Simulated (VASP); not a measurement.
# Ti: relaxation of cell and atoms with PBEsol

Ti:

```
CELL_PARAMETERS angstrom
4.56737 0.00000 0.00000
-2.28369 3.95546 0.00000
0.00000 0.00000 2.82624
ATOMIC_POSITIONS crystal
Ti 0.00000 0.00000 0.00000
Ti 0.33333 0.66667 0.50000
Ti 0.66667 0.33333 0.50000
```

This isn't the form of Ti at room conditions, which is hcp.

```yaml
Program: VASP 6.6.1
Task: relaxation of cell and atoms
Functional: PBEsol
Potentials_or_basis: VASP PAW PBE potentials, release 64 (Ti_sv)
Cutoff: 600 eV
k_mesh: 12 × 12 × 14
Occupations: gaussian, width 0.1 eV
Spin: no spin polarisation
Dipole_correction: no
Further_INCAR_settings: ALGO = Fast; EDIFF = 1e-06; IBRION = 2; EDIFFG = -0.002; NSW = 100; ISIF = 3
```

```
Relaxed volume                        : 16.44 Å³/atom
Relaxed cell                          : a = 4.511 Å, b = 4.511 Å, c = 2.797 Å, α = 90.00°, β = 90.00°, γ = 120.00°
Space group after relaxing (to 0.1 Å) : P6/mmm (No. 191)
Energy gained by relaxing             : 7.4 meV/atom
Ionic steps                           : 18
Pressure after relaxing               : 0.0 GPa
Band gap on the k mesh                : zero (bands 18 and 19 overlap by 0.34 eV)
```

The path:
```csv
step,energy change (eV),largest force (eV/Å),pressure (GPa),volume (Å³)
1,0.0000,0.0000,-4.08,51.06
2,-0.0069,0.0000,3.39,47.92
3,-0.0221,0.0000,-0.07,49.35
4,-0.0221,0.0000,-0.05,49.31
5,-0.0220,0.0000,0.13,49.22
6,-0.0221,0.0000,0.13,49.28
7,-0.0221,0.0000,-0.11,49.37
8,-0.0221,0.0000,-0.07,49.33
9,-0.0221,0.0000,-0.05,49.34
10,-0.0221,0.0000,-0.13,49.35
11,-0.0221,0.0000,-0.13,49.34
12,-0.0221,0.0000,-0.12,49.34
13,-0.0221,0.0000,0.04,49.26
14,-0.0221,0.0000,0.11,49.28
15,-0.0221,0.0000,0.04,49.30
16,-0.0221,0.0000,-0.02,49.31
17,-0.0221,0.0000,0.02,49.31
18,-0.0222,0.0000,-0.01,49.31
```

Final structure:
```yaml
crystal:
  lattice:
    - [4.51130, 0.00000, 0.00000]
    - [-2.25565, 3.90690, 0.00000]
    - [0.00000, 0.00000, 2.79749]
  atoms:
    - { symbol: Ti, position: [0.00000, 0.00000, 0.00000] }
    - { symbol: Ti, position: [0.33333, 0.66667, 0.50000] }
    - { symbol: Ti, position: [0.66667, 0.33333, 0.50000] }
```

Levels at points of the mesh, in eV from the Fermi level:
```csv
k point,band 15,band 16,band 17,band 18,band 19,band 20,band 21,band 22
"(0.00, 0.00, 0.00)",-0.71,-0.71,-0.61,-0.61,-0.01,0.71,1.34,1.34
"(0.50, 0.00, 0.00)",-2.73,-0.45,-0.43,-0.37,0.05,0.56,1.05,1.26
"(0.00, 0.00, 0.50)",-2.22,-1.73,-1.71,-1.71,1.10,1.10,1.31,1.31
"(0.50, 0.00, 0.50)",-1.79,-1.24,-0.68,-0.67,0.35,0.83,1.04,1.10
```

It took 25 min on 1 thread of Intel(R) Xeon(R) 6975P-C (Granite Rapids), with other jobs on the host, peak memory 0.33 GiB.

Caveat: the PAW data sets were made with another functional, which shifts forces and pressure a little.
